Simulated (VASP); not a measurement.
Here is a VASP 6.6.1 calculation.

Contents of POSCAR:

```
SrTe
1.0
    0.0000000000      3.3527582020      3.3527582020
    3.3527582020      0.0000000000      3.3527582020
    3.3527582020      3.3527582020      0.0000000000
Sr Te
1 1
Direct
    0.0000000000      0.0000000000      0.0000000000
    0.5000000000      0.5000000000      0.5000000000
```

File INCAR.step1:

```
PREC = Accurate
ENCUT = 550
ISMEAR = 0
SIGMA = 0.01
LREAL = F
LASPH = T
NELM = 120
NBANDS = 15
GGA = PE
ALGO = Normal
EDIFF = 1E-5
LWAVE = T
LCHARG = F
GGA_COMPAT = F
```

The input INCAR.step2:

```
PREC = Accurate
ENCUT = 550
EDIFF = 1E-6
ISMEAR = 0
SIGMA = 0.01
LREAL = F
LASPH = T
NELM = 120
ALGO = Normal
ISIF = 2
LWAVE = F
LCHARG = F
METAGGA = R2SCAN
LMIXTAU = T
NBANDS = 15
ISTART = 1
GGA_COMPAT = F
```

Contents of KPOINTS:

```
regular mesh
0
Gamma
  4 4 4
```

Potentials or basis: VASP PAW PBE potentials, release 64 (Sr_sv, Te).

Launch:

```console
$ cat potpaw_PBE.64/Sr_sv/POTCAR potpaw_PBE.64/Te/POTCAR > POTCAR
$ cp INCAR.step1 INCAR
$ mpirun -np 1 vasp_std > vasp.out
$ cp INCAR.step2 INCAR
$ mpirun -np 1 vasp_std > vasp.out
```

(1) Estimate the band gap on the k mesh.

(2) Estimate the pressure.

Answers

(1) 2.14 eV, indirect (least direct gap 2.88 eV).

(2) 0.2 GPa.

Caveat: the PAW data sets were made with another functional, which shifts forces and pressure a little; spin-orbit coupling is left out, which moves the levels of the heavy elements.
